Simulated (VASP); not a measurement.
Runs of VASP 6.6.1 on Sr3Al2O. The structure is that of space group P-6m2 (No. 187), or close to it. The cells are those of the table. 

```csv
task,cell,k mesh,cutoff (eV),gap on the mesh (eV),pressure (GPa),largest force (eV/Å)
relaxation of cell and atoms,"relaxed from a = 4.940, b = 4.940, c = 6.421 Å, angles 90.0, 90.0, 120.0°, 6 atoms",6 × 6 × 4,600,none,0.1,0.03
single point,"a = 5.392, b = 5.392, c = 10.546 Å, angles 90.0, 90.0, 120.0°, 6 atoms",12 × 12 × 4,520,none,0.2,0.18
single point,"a = 4.940, b = 4.940, c = 6.421 Å, angles 90.0, 90.0, 120.0°, 6 atoms",6 × 6 × 4,520,none,(a),7.16
single point,"a = 5.390, b = 5.390, c = 10.566 Å, angles 90.0, 90.0, 120.0°, 6 atoms",6 × 6 × 4,520,none,0.1,0.18
```

Alike in all rows: level PBE; potentials or basis VASP PAW PBE potentials, release 64 (Sr_sv, Al, O); no spin polarisation; smearing gaussian 0.1 eV.

Problem. Estimate the missing entries.

Solution. (a) 32.1.

Caveats: forces of over 1 eV/Å act on the atoms, so gaps and moduli don't describe the material at rest (some runs).

A k mesh can miss the band edges, and the runs leave out spin-orbit coupling on Sr.

A gap of «none» marks levels without a gap at the run's occupations.
